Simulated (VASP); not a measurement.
Write the native input for VASP 6.6.1 that does the following.

```yaml
Task: single point
Functional: PBEsol
Potentials_or_basis: VASP PAW PBE potentials, release 64 (Hg)
Cutoff: 500 eV
k_mesh: 10 × 10 × 10
Occupations: fermi-dirac, width 0.1 eV
Spin: no spin polarisation
Dipole_correction: no
Further_INCAR_settings: ALGO = Normal; EDIFF = 1e-06; NBANDS = 12
```

The structure of Hg lies in POSCAR:

```
Hg
1.0
   -1.6744192619      1.6744192619      1.6744192619
    1.6744192619     -1.6744192619      1.6744192619
    1.6744192619      1.6744192619     -1.6744192619
Hg
1
Direct
    0.0000000000      0.0000000000      0.0000000000
```

The input as run:

INCAR

```
  PREC = Accurate
  ENCUT = 500
  EDIFF = 1E-6
  ISMEAR = -1
  SIGMA = 0.1
  LREAL = False
  LASPH = True
  NELM = 120
  ALGO = Normal
  ISIF = 2
  LWAVE = False
  LCHARG = True
  GGA = PS
  LELF = True
  LVHAR = True
  NBANDS = 12
  GGA_COMPAT = False
```

KPOINTS

```
regular mesh
0
Gamma
  10 10 10
```

Potentials or basis: VASP PAW PBE potentials, release 64 (Hg).

Launch:

```bash
$ cat potpaw_PBE.64/Hg/POTCAR > POTCAR
$ mpirun -np 1 vasp_std > vasp.out
```

It gave:

| Quantity | Value |
| --- | --- |
| Pressure | 21.2 GPa |
| Band gap on the k mesh | zero (bands 6 and 7 overlap by 4.43 eV) |

Caveat: the cell stands under pressure; the PAW data sets were made with another functional, which shifts forces and pressure a little; spin-orbit coupling is left out, which moves the levels of the heavy elements.

It took 9.5 s on 1 thread of Intel(R) Xeon(R) Platinum 8259CL CPU @ 2.50GHz (Skylake/Cascade Lake), with other jobs on the host, peak memory 0.14 GiB.
